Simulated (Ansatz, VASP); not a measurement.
Two plane-wave programs on Te2Mo

```
CELL_PARAMETERS angstrom
3.49418 0.00000 0.00000
-1.74709 3.02605 0.00000
0.00000 0.00000 13.16529
ATOMIC_POSITIONS crystal
Te 0.33333 0.66667 0.61408
Te 0.66667 0.33333 0.11408
Te 0.66667 0.33333 0.38592
Te 0.33333 0.66667 0.88592
Mo 0.33333 0.66667 0.25000
Mo 0.66667 0.33333 0.75000
```

Change from the starting cell: strain along c alone, the other axes held, atoms relaxed: -6.0 %.

Alike in both runs: functional PBEsol; k mesh 12 × 12 × 2; occupations gaussian, width 0.02 eV; no spin polarisation.

Ansatz relaxed the structure, and its values are those at the end. VASP's run is a single point on that final structure, the one shown.

|  | VASP | Ansatz |
| --- | --- | --- |
| version | VASP 6.6.1 | Ansatz 0.2.0 |
| potentials or method | VASP PAW PBE potentials, release 64 (Te, Mo_sv), cutoff 520 eV | scalar-relativistic, plane waves, PAW |
| valence electrons in the cell | 52 | 92 |

```csv
,VASP,Ansatz,Ansatz less VASP
gap on the k mesh at the Fermi level (eV),0.23,0.25,+0.018
least direct gap on the mesh (eV),0.92,0.91,-0.006
pressure (GPa),2.4,2.3,-0.14
rms of the force components (eV/Å),0.014,0.001,-0.0133
```

VASP's potentials were made for PBE, not for PBEsol. With one functional, cell and mesh, what is left measures potentials, basis and numerics. VASP's potentials hold 52 valence electrons a cell and Ansatz's 92, so a difference there can come from the potentials and not from the codes. Ansatz's warnings: stress scf threshold loose.

Neither program's run includes spin-orbit coupling.
